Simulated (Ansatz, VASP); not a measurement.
## One calculation of RbTi, two programs

```
Rb Ti
1.0
     4.00638    0.00000    0.00000
     0.00000    4.00638    0.00000
     0.00000    0.00000    4.00638
Rb Ti
1 1
Cartesian
  0.0000 0.0000 0.0000
  2.0032 2.0032 2.0332
```

Alike in both runs: task single point; functional PBEsol; k mesh 10 × 10 × 10; occupations fermi-dirac, width 0.03 eV; no spin polarisation.

|  | VASP | Ansatz |
| --- | --- | --- |
| version | VASP 6.6.1 | Ansatz 0.2.0 |
| potentials or method | VASP PAW PBE potentials, release 64 (Rb_sv, Ti_sv), cutoff 520 eV | all-electron LAPW, scalar-relativistic |

VASP gave:

| Quantity | Value |
| --- | --- |
| pressure (GPa) | 0.1 |
| rms of the force components (eV/Å) | 0.032 |

Q: Estimate Ansatz's values.

A: Pressure (GPa): 0.0; rms of the force components (eV/Å): 0.032.

VASP's potentials were made for PBE, not for PBEsol. Atom by atom the forces differ by 0.000 eV/Å (rms over components). Ansatz ran all-electron here, and VASP with PAW potentials.
